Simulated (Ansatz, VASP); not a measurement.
One calculation of Al3Cu2, two programs

```
CELL_PARAMETERS angstrom
4.05572 0.00000 0.00000
-2.02786 3.51235 0.00000
0.00000 0.00000 4.93155
ATOMIC_POSITIONS crystal
Al 0.00000 0.00000 0.00000
Al 0.35781 0.66667 0.35089
Al 0.64219 0.33333 0.64911
Cu 0.29270 0.66667 0.84159
Cu 0.70730 0.33333 0.15841
```

Change from the starting cell: mode 4 frozen in at -0.165 Å, strain +e along z and -e/2 along x and y +0.0000.

Alike in both runs: task single point; functional LDA; k mesh 12 × 12 × 8; occupations gaussian, width 0.15 eV; no spin polarisation.

```csv
,VASP,Ansatz
version,VASP 6.6.1,Ansatz 0.2.0
potentials or method,"VASP PAW LDA potentials, release 64 (Al, Cu), cutoff 520 eV","scalar-relativistic, plane waves, PAW"
valence electrons in the cell,31,47
```

```csv
,VASP,Ansatz,Ansatz less VASP
gap on the k mesh at the Fermi level (eV),none,none,-
pressure (GPa),1.7,1.3,-0.38
"traceless stress, the component that is largest in VASP (GPa)",-2.82,-2.80,+0.018
rms of the force components (eV/Å),0.277,0.273,-0.0041
```

Ansatz warns that its potentials were made for another functional, while VASP's fit it. LDA's correlation is that of Perdew and Zunger in VASP and of Perdew and Wang (1992) in Ansatz. Atom by atom the forces differ by 0.005 eV/Å (rms over components). A gap of «none» marks a metal or a gap that the smearing closes. VASP's potentials hold 31 valence electrons a cell and Ansatz's 47, so a difference there can come from the potentials and not from the codes.
